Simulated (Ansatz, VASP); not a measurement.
## One calculation of Mo3H, two programs

```
H Mo
1.0
    -3.20400    0.00144   -0.00093
     0.00112    0.00041   -4.19328
    -0.00494   -8.35247    0.00115
H Mo
2 6
Direct
  0.62538 0.00105 0.00006
  0.62567 0.99932 0.50010
  0.12483 0.50018 0.75022
  0.12506 0.50044 0.25024
  0.62496 0.49863 0.50020
  0.62482 0.49985 0.00014
  0.62506 0.00016 0.74949
  0.62421 0.00037 0.24955
```

Change from the starting cell: Cu3Au (L1_2) type (Pm-3m, No. 221); cell x2, atoms moved at random (sigma 0.1 Å) and cell strained at random (1.5 %), then relaxed without symmetry.

Alike in both runs: functional PBE; k mesh 6 × 6 × 4; occupations gaussian, width 0.1 eV; no spin polarisation.

Ansatz relaxed the structure, and its values are those at the end. VASP's run is a single point on that final structure, the one shown.

|  | VASP | Ansatz |
| --- | --- | --- |
| version | VASP 6.6.1 | Ansatz 0.2.0 |
| potentials or method | VASP PAW PBE potentials, release 64 (H, Mo_sv), cutoff 520 eV | scalar-relativistic, plane waves, PAW |
| valence electrons in the cell | 86 | 86 |

VASP gave:

| Item | Value |
| --- | --- |
| gap on the k mesh at the Fermi level (eV) | none |
| pressure (GPa) | 0.4 |
| rms of the force components (eV/Å) | 0.004 |

Q: Estimate Ansatz's values.

A: gap on the k mesh at the Fermi level (eV): none; pressure (GPa): 0.0; rms of the force components (eV/Å): 0.004.

A gap of «none» marks a metal or a gap that the smearing closes. The functional is the same, so the differences come from potentials, cutoffs and numerics.
